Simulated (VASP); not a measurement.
# SnO2 (P-1) in VASP: notebook

The runs below take SnO2 through single point, with PBE+D3(BJ).

All numbers are computed with VASP 6.6.1; they aren't measurements. Logs are shortened: lines on timing, memory, paths and dates and some standing lists are left out, and cuts for length are marked.

### Step 1. The cell of the first run

The typed cell holds 6 atoms: a = 3.237 Å, b = 4.681 Å, c = 5.607 Å, α = 113.53°, β = 90.00°, γ = 90.00°.

### Step 2. Single point, PBE+D3(BJ) (mode 4 frozen in at -0.264 Å and mode 5 at -0.082 Å (largest displacements))

Input file INCAR:

```
ALGO = Normal
EDIFF = 1E-6
ENCUT = 520
GGA = PE
ISIF = 2
ISMEAR = 0
IVDW = 12
LASPH = T
LCHARG = T
LELF = T
LREAL = F
LVHAR = T
LWAVE = F
NBANDS = 35
NELM = 100
PREC = Accurate
SIGMA = 0.05
```

Input file KPOINTS:

```
k-points
0
Gamma
  8 6 6
```

Input file POSCAR:

```
SnO2
1.0
    1.6186264610     -2.8035432689      0.0000000000
    1.6186264610      0.9345144230      4.2918257460
   -4.8558793830     -2.8035432689      0.0000000000
Sn O
2 4
Direct
    0.5252065569      0.4385267298     -0.0188144674
   -0.0252065569      0.5614732702      0.5188144674
    0.4880450562      0.7536670303      0.7751600430
    1.0119549438      0.7079330855      0.2120399956
    0.4880450562      0.2920669145      0.2879600044
    1.0119549438      0.2463329697      0.7248399570
```

Potentials or basis: VASP PAW PBE potentials, release 64 (Sn_d, O).

Run with:

```console
$ cat potpaw_PBE.64/Sn_d/POTCAR potpaw_PBE.64/O/POTCAR > POTCAR
$ mpirun -np 1 vasp_std > vasp.out
```

OUTCAR:

```text
EDIFF = 1E-6
   ENCUT = 520
   GGA = PE
   ISIF = 2
   ISMEAR = 0
   IVDW = 12
   LASPH = T
   LREAL = F
   NELM = 100
   PREC = Accurate
 IVDW          = 12

 ion  position               nearest neighbor table
   1  0.525  0.439  0.981-   6 2.08   5 2.09   4 2.11   6 2.15   4 2.17   3 2.21   2 3.19   2 3.22
                             2 3.35   2 3.38
   2  0.975  0.561  0.519-   3 2.08   4 2.09   5 2.11   3 2.15   5 2.17   6 2.21   1 3.19   1 3.22
                             1 3.35   1 3.38
   3  0.488  0.754  0.775-   2 2.08   2 2.15   1 2.21
   4  0.012  0.708  0.212-   2 2.09   1 2.11   1 2.17
   5  0.488  0.292  0.288-   1 2.09   2 2.11   2 2.17
   6  0.012  0.246  0.725-   1 2.08   1 2.15   2 2.21

  LATTYP: Found a simple monoclinic cell.
 ALAT       =     4.6811363002
 B/A-ratio  =     0.6915528014
 C/A-ratio  =     1.1978045881
 COS(beta)  =    -0.3992681960

  Lattice vectors:

 A1 = (   1.6186264610,   0.9345144230,   4.2918257460)
 A2 = (  -1.6186264610,   2.8035432689,   0.0000000000)
 A3 = (  -4.8558793830,  -2.8035432689,   0.0000000000)

Analysis of symmetry for initial positions (statically):
=====================================================================
 Subroutine PRICEL returns:
 Original cell was already a primitive cell.

 Routine SETGRP: Setting up the symmetry group for a
 simple monoclinic supercell.

 Subroutine GETGRP returns: Found  2 space group operations
 (whereof  1 operations were pure point group operations)
 out of a pool of  4 trial point group operations.

The static configuration has the point symmetry C_1 .
 The point group associated with its full space group is S_2 .

Analysis of symmetry for dynamics (positions and initial velocities):
=====================================================================
 Subroutine PRICEL returns:
 Original cell was already a primitive cell.

 Routine SETGRP: Setting up the symmetry group for a
 simple monoclinic supercell.

 Subroutine GETGRP returns: Found  2 space group operations
 (whereof  1 operations were pure point group operations)
 out of a pool of  4 trial point group operations.

The dynamic configuration has the point symmetry C_1 .
 The point group associated with its full space group is S_2 .

 Subroutine INISYM returns: Found  2 space group operations
 (whereof  1 operations are pure point group operations),
 and found     1 'primitive' translations

----------------------------------------------------------------------------------------

                                     Primitive cell

  volume of cell :      77.9033

  direct lattice vectors                    reciprocal lattice vectors
     1.618626461 -2.803543269  0.000000000     0.154451942 -0.267518611  0.000000000
     1.618626461  0.934514423  4.291825746     0.000000000  0.000000000  0.233001072
    -4.855879383 -2.803543269  0.000000000    -0.154451942 -0.089172870  0.077667024

  length of vectors
     3.237252922  4.681136300  5.607086538     0.308903884  0.233001072  0.194523443

  position of ions in fractional coordinates (direct lattice)
     0.525206557  0.438526730  0.981185533
     0.974793443  0.561473270  0.518814467
     0.488045056  0.753667030  0.775160043
     0.011954944  0.707933086  0.212039996
     0.488045056  0.292066914  0.287960004
     0.011954944  0.246332970  0.724839957

  ion indices of the primitive-cell ions
   primitive index   ion index
                 1           1
                 2           2
                 3           3
                 4           4
                 5           5
                 6           6

----------------------------------------------------------------------------------------

 KPOINTS: k-points

Automatic generation of k-mesh.
 Grid dimensions read from file:
 generate k-points for:    8    6    6

 Generating k-lattice:

  Cartesian coordinates                     Fractional coordinates (reciprocal lattice)
     0.019306493 -0.033439826  0.000000000     0.125000000  0.000000000 -0.000000000
     0.000000000  0.000000000  0.038833512     0.000000000  0.166666667  0.000000000
    -0.025741990 -0.014862145  0.012944504     0.000000000 -0.000000000  0.166666667

  Length of vectors
     0.038612985  0.038833512  0.032420574

  Shift w.r.t. Gamma in fractional coordinates (k-lattice)
     0.000000000  0.000000000  0.000000000

 Subroutine IBZKPT returns following result:
 ===========================================

 Found    148 irreducible k-points:

 Following reciprocal coordinates:
            Coordinates               Weight
  0.000000  0.000000  0.000000      1.000000
  0.125000 -0.000000  0.000000      2.000000
  0.250000 -0.000000  0.000000      2.000000
  0.375000 -0.000000  0.000000      2.000000
  0.500000 -0.000000  0.000000      1.000000
  0.000000  0.166667  0.000000      2.000000
[... 16 lines left out ...]
  0.125000  0.500000  0.000000      2.000000
  0.250000  0.500000  0.000000      2.000000
 [... further k-points ...]
   k-points           NKPTS =    148   k-points in BZ     NKDIM =    148   number of bands    NBANDS=     35
   number of dos      NEDOS =    301   number of ions     NIONS =      6
   total plane-waves  NPLWV =  36288
   dimension x,y,z NGX =    24 NGY =   36 NGZ =   42
   dimension x,y,z NGXF=    48 NGYF=   72 NGZF=   84
   ions per type =               2   4
   NGX,Y,Z   is equivalent  to a cutoff of  12.32, 12.79, 12.45 a.u.
   NGXF,Y,Z  is equivalent  to a cutoff of  24.65, 25.57, 24.91 a.u.
 SYSTEM =  unknown system
   PREC   = accura    normal or accurate (medium, high low for compatibility)
   ISTART =      0    job   : 0-new  1-cont  2-samecut
   ICHARG =      2    charge: 1-file 2-atom 10-const
   ISPIN  =      1    spin polarized calculation?
   LNONCOLLINEAR =      F non collinear calculations
   LSORBIT =      F    spin-orbit coupling
   LASPH  =      T    aspherical Exc in radial PAW
   ENCUT  =  520.0 eV  38.22 Ry    6.18 a.u.   6.02  8.70 10.43*2*pi/ulx,y,z
   NELM   =    100;   NELMIN=  2; NELMDL= -5     # of ELM steps
   EDIFF  = 0.1E-05   stopping-criterion for ELM
   LREAL  =      F    real-space projection
   EDIFFG = 0.1E-04   stopping-criterion for IOM
   NSW    =      0    number of steps for IOM
   IBRION =     -1    ionic relax: 0-MD 1-quasi-New 2-CG
   NFREE  =      0    steps in history (QN), initial steepest desc. (CG)
   ISIF   =      2    stress and relaxation
   ISYM   =      2    0-nonsym 1-usesym 2-fastsym
   POTIM  = 0.5000    time-step for ionic-motion
   TEBEG  =    0.0;   TEEND  =   0.0 temperature during run
   PSTRESS=    0.0 pullay stress
   NELECT =      52.0000    total number of electrons
   NUPDOWN=      -1.0000    fix difference up-down
   EMIN   =  10.00;   EMAX   =-10.00  energy-range for DOS
   EFERMI =   0.00;   METHOD = LEGACY
   ISMEAR =     0;   SIGMA  =   0.05  broadening in eV -4-tet -1-fermi 0-gaus
   EFERMI_NEDOS =   21; number of points for ismear=-14 and -15
   IALGO  =     38    algorithm
   IMIX   =      4    mixing-type and parameters
     AMIX     =   0.40;   BMIX     =  1.00
     AMIX_MAG =   1.60;   BMIX_MAG =  1.00
  volume/ion in A,a.u.               =      12.98        87.62
  Fermi-wavevector in a.u.,A,eV,Ry     =   1.430729  2.703685 27.850916  2.046985
  Thomas-Fermi vector in A             =   2.550542
   LORBIT       =      0    0 simple, 1 ext, 2 COOP (PROOUT), +10 PAW based schemes
   GGA     = PE    functional components
   LHFCALC =     F    Hartree Fock is set to
   AEXX    =    0.0000 exact exchange contribution
   IVDW    =    12    specifies the selected vdW correction
   LEPSILON=     F    determine dielectric tensor
   LRPA    =     F    only Hartree local field effects (RPA)
 non-spin polarized calculation
 Gauss-broadening in eV      SIGMA  =   0.05
  energy-cutoff  :      520.00
  volume of cell :       77.90
 maximum number of plane-waves:      2118
   NGX = 13   NGY = 17   NGZ = 21

 number of electron      52.0000012 magnetization

 Free energy of the ion-electron system (eV)
  ---------------------------------------------------
  ext. energy  EPLUGINS =         0.00000000
  ---------------------------------------------------
  free energy    TOTEN  =       -36.09205544 eV

  energy without entropy =      -36.09205544  energy(sigma->0) =      -36.09205544

 E-fermi :   5.3828     XC(G=0): -10.7693

 val. band max:        5.0766151968   @ k =  -0.0000   0.0000   0.5000
 cond. band min:       6.1222471025   @ k =   0.0000   0.0000   0.0000
 fundamental gap:      1.0456319057
 Fermi energy:         5.3828407653

 k-point     1 :       0.0000    0.0000    0.0000
  band No.  band energies     occupation
      1     -15.8437      2.00000
      2     -15.3717      2.00000
      3     -15.1877      2.00000
      4     -15.1590      2.00000
      5     -15.1230      2.00000
      6     -15.1067      2.00000
[... 27 lines left out ...]
     34      17.0129      0.00000
     35      17.3820      0.00000

 k-point     2 :       0.1250   -0.0000    0.0000
  band No.  band energies     occupation
      1     -15.7875      2.00000
      2     -15.3299      2.00000
      3     -15.2796      2.00000
      4     -15.2069      2.00000
      5     -15.1540      2.00000
      6     -15.1053      2.00000
[... 27 lines left out ...]
     34      16.4444      0.00000
     35      17.1421      0.00000

 k-point     3 :       0.2500   -0.0000    0.0000
  band No.  band energies     occupation
      1     -15.6465      2.00000
      2     -15.4887      2.00000
      3     -15.4427      2.00000
      4     -15.2557      2.00000
      5     -15.1126      2.00000
      6     -15.0721      2.00000
[... 27 lines left out ...]
     34      15.9055      0.00000
     35      17.0018      0.00000
[... 723 lines left out ...]
 k-point    23 :       0.1250    0.5000    0.0000
  band No.  band energies     occupation
      1     -15.7885      2.00000
      2     -15.3476      2.00000
      3     -15.2764      2.00000
      4     -15.2096      2.00000
      5     -15.1531      2.00000
      6     -15.1098      2.00000
[... 27 lines left out ...]
     34      16.6080      0.00000
     35      18.1512      0.00000

 k-point    24 :       0.2500    0.5000    0.0000
  band No.  band energies     occupation
      1     -15.6449      2.00000
      2     -15.4912      2.00000
      3     -15.4377      2.00000
      4     -15.2759      2.00000
      5     -15.1116      2.00000
      6     -15.0696      2.00000
[... 27 lines left out ...]
     34      16.4757      0.00000
     35      17.5356      0.00000

 [... further k-points ...]

------------------------ aborting loop because EDIFF is reached ----------------------------------------

 Edisp (eV)   -1.20620

 E8    (eV) :    -0.4794

  FORCE on cell =-STRESS in cart. coord.  units (eV):
  Direction    XX          YY          ZZ          XY          YZ          ZX
  --------------------------------------------------------------------------------------
  -------------------------------------------------------------------------------------
  Total      -0.58114    -0.64753    -1.78828    -0.19760    -0.16700    -0.22937
  in kB     -11.95184   -13.31715   -36.77809    -4.06382    -3.43466    -4.71723
  external pressure =      -20.68 kB  Pullay stress =        0.00 kB

 VOLUME and BASIS-vectors are now :
 -----------------------------------------------------------------------------
  energy-cutoff  :      520.00
  volume of cell :       77.90
      direct lattice vectors                 reciprocal lattice vectors
     1.618626461 -2.803543269  0.000000000     0.154451942 -0.267518611  0.000000000
     1.618626461  0.934514423  4.291825746     0.000000000  0.000000000  0.233001072
    -4.855879383 -2.803543269  0.000000000    -0.154451942 -0.089172870  0.077667024

 POSITION                                       TOTAL-FORCE (eV/Angst)
 -----------------------------------------------------------------------------------
     -3.20459     -3.81343      1.88208        -0.603899      0.674972      0.540451
     -0.03266     -3.66269      2.40975         0.603899     -0.674972     -0.540451
     -1.75422     -2.83714      3.23461         0.126947      0.056657     -0.022338
      0.13559      0.03359      3.03833        -0.126017      0.060747     -0.089021
     -0.13559     -1.90262      1.25350         0.126017     -0.060747      0.089021
     -3.10166     -1.83543      1.05722        -0.126947     -0.056657      0.022338
 -----------------------------------------------------------------------------------
    total drift:                               -0.000000     -0.000000      0.000000

  FREE ENERGIE OF THE ION-ELECTRON SYSTEM (eV)
  ---------------------------------------------------
  free  energy   TOTEN  =       -37.2982537295 eV

  energy  without entropy=      -37.2982537295  energy(sigma->0) =      -37.29825373
```

Wall time 2.1 min (1 thread of Intel Xeon 6975P-C (Granite Rapids), shared host); peak memory 0.42 GiB.

Results:

* Free energy: -37.2983 eV
* Pressure: -2.1 GPa
* Largest force: 1.055 eV/Å
* Band gap on the k mesh: 1.05 eV, indirect (least direct gap 1.12 eV)
* Dispersion energy per atom: -0.201 eV

Forces in eV/Å, atoms in the order of the input:
```
Sn  -0.604  0.675  0.540
Sn   0.604 -0.675 -0.540
O    0.127  0.057 -0.022
O   -0.126  0.061 -0.089
O    0.126 -0.061  0.089
O   -0.127 -0.057  0.022
```

Stress tensor (GPa, compression positive):
```
-1.20 -0.41 -0.47
-0.41 -1.33 -0.34
-0.47 -0.34 -3.68
```

Caveat: the cell differs from its parent crystal (mode 4 frozen in at -0.264 Å and mode 5 at -0.082 Å (largest displacements)); spin-orbit coupling is left out, which moves the levels of the heavy elements; forces of over 1 eV/Å act on the atoms, so gaps and moduli don't describe the material at rest.

### Step 3. Single point, PBE+D3(BJ) (mode 4 frozen in at -0.088 Å and mode 5 at -0.082 Å (largest displacements))

Input file INCAR:

```
PREC     = Accurate       # precision mode
ENCUT    = 520            # plane-wave cutoff, eV
EDIFF    = 1E-7           # SCF threshold, eV
ISMEAR   = 0              # smearing method
SIGMA    = 0.05           # smearing width, eV
LREAL    = F              # projectors in reciprocal space
LASPH    = T              # aspherical terms in the spheres
NELM     = 100            # most SCF steps
ALGO     = Normal         # electronic algorithm
ISIF     = 2              # what is computed and relaxed
LWAVE    = F              # write WAVECAR
LCHARG   = F              # write CHGCAR
GGA      = PE             # functional
IVDW     = 12             # dispersion correction
NBANDS   = 35             # bands
```

Input file KPOINTS:

```
regular mesh
0
Gamma
  8 6 6
```

Input file POSCAR:

```
SnO2
1.0
    1.6186264610     -2.8035432689      0.0000000000
    1.6186264610      0.9345144230      4.2918257460
   -4.8558793830     -2.8035432689      0.0000000000
Sn O
2 4
Direct
    0.5252065569      0.4795089099     -0.0062714891
   -0.0252065569      0.5204910901      0.5062714891
    0.4880450562      0.7384223820      0.7541200272
    1.0119549438      0.7231777338      0.2330800114
    0.4880450562      0.2768222662      0.2669199886
    1.0119549438      0.2615776180      0.7458799728
```

Potentials or basis: VASP PAW PBE potentials, release 64 (Sn_d, O).

Run with:

```console
$ cat potpaw_PBE.64/Sn_d/POTCAR potpaw_PBE.64/O/POTCAR > POTCAR
$ mpirun -np 1 vasp_std > vasp.out
```

Run time: 3.3 min. Hardware: 1 thread of AMD EPYC 9R45 (Zen 5), shared host; peak memory 0.39 GiB.

It converged, with:

| Item | Value |
| --- | --- |
| Free energy | -37.4390 eV |
| Pressure | 0.5 GPa |
| Largest force | 0.955 eV/Å |
| Band gap on the k mesh | 1.46 eV, direct |
| Dispersion energy per atom | -0.201 eV |

Forces on the atoms (eV/Å):
```
Sn  -0.479  0.807  0.176
Sn   0.479 -0.807 -0.176
O   -0.003 -0.038  0.055
O   -0.071  0.035  0.071
O    0.071 -0.035 -0.071
O    0.003  0.038 -0.055
```

Stress tensor (GPa, compression positive):
```
 0.98  0.04 -0.29
 0.04  0.67 -0.23
-0.29 -0.23 -0.02
```

Levels at points of the mesh, in eV from the valence-band top:
```
           k point  band 23  band 24  band 25  band 26  band 27  band 28  band 29  band 30
(0.00, 0.00, 0.00)    -1.11    -0.61    -0.12     0.00     1.46     4.64     5.46     6.69
(0.50, 0.00, 0.00)    -1.37    -1.15    -0.23    -0.16     5.33     5.53     8.60     8.75
(0.00, 0.50, 0.00)    -1.13    -1.11    -1.06    -0.94     3.41     5.11     5.78     7.78
(0.50, 0.50, 0.00)    -0.65    -0.57    -0.43    -0.35     5.40     5.52     8.45     8.51
(0.00, 0.00, 0.50)    -0.89    -0.74    -0.18    -0.02     3.87     4.06     6.51     6.72
(0.50, 0.00, 0.50)    -1.11    -1.05    -0.98    -0.97     5.18     5.18     7.75     7.80
(0.00, 0.50, 0.50)    -1.01    -0.85    -0.62    -0.58     4.31     4.46     7.30     7.33
(0.50, 0.50, 0.50)    -0.61    -0.60    -0.10    -0.09     4.67     4.72     6.61     6.65
```

Caveat: the cell differs from its parent crystal (mode 4 frozen in at -0.088 Å and mode 5 at -0.082 Å (largest displacements)); spin-orbit coupling is left out, which moves the levels of the heavy elements.

[end of part 1 of 3]
